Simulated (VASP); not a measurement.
Write the native input for VASP 6.6.1 that does the following.

- Task: single point
- Functional: PBE
- Dispersion: D3(BJ)
- Potentials or basis: VASP PAW PBE potentials, release 64 (Al)
- Cutoff: 520 eV
- k mesh: 18 × 18 × 4
- Occupations: gaussian, width 0.15 eV
- Spin: no spin polarisation
- Dipole correction: no
- Further INCAR settings: ALGO = Fast; EDIFF = 1e-06; NBANDS = 14

The structure of Al lies in POSCAR:

```
Al
1.0
    2.7356000000      0.0000000000      0.0000000000
   -1.3678000000      2.3690990946      0.0000000000
    0.0000000000      0.0000000000      8.8418000000
Al
4
Direct
    0.0000000000      0.0000000000      0.0000000000
    0.3333333333      0.6666666667      0.2500000000
    0.0000000000      0.0000000000      0.5000000000
    0.6666666667      0.3333333333      0.7500000000
```

This isn't the form of Al at room conditions, which is fcc.

One way to write it, as run:

INCAR

```
SYSTEM = Al
PREC     = Accurate       ! precision mode
ENCUT    = 520            ! plane-wave cutoff, eV
EDIFF    = 1E-6           ! SCF threshold, eV
ISMEAR   = 0              ! smearing method
SIGMA    = 0.15           ! smearing width, eV
LREAL    = .FALSE.        ! projectors in reciprocal space
LASPH    = .TRUE.         ! aspherical terms in the spheres
NELM     = 100            ! most SCF steps
ALGO     = Fast           ! electronic algorithm
ISIF     = 2              ! what is computed and relaxed
LWAVE    = .FALSE.        ! write WAVECAR
LCHARG   = .FALSE.        ! write CHGCAR
GGA      = PE             ! functional
IVDW     = 12             ! dispersion correction
NBANDS   = 14             ! bands
```

KPOINTS

```
regular mesh
0
G
  18 18 4
  0 0 0
```

Potentials or basis: VASP PAW PBE potentials, release 64 (Al).

Run with:

```bash
$ cat potpaw_PBE.64/Al/POTCAR > POTCAR
$ mpirun -np 1 vasp_std > vasp.out
```

Results of the run:

```json
{
  "Pressure": "10.8 GPa",
  "Band gap on the k mesh": "zero (bands 6 and 7 overlap by 5.97 eV)",
  "Dispersion energy per atom": "-0.390 eV"
}
```

Caveat: the cell stands under pressure.

Wall time 2.1 min on 1 thread of Intel Xeon 8259CL, with other jobs on the host, peak memory 0.22 GiB.
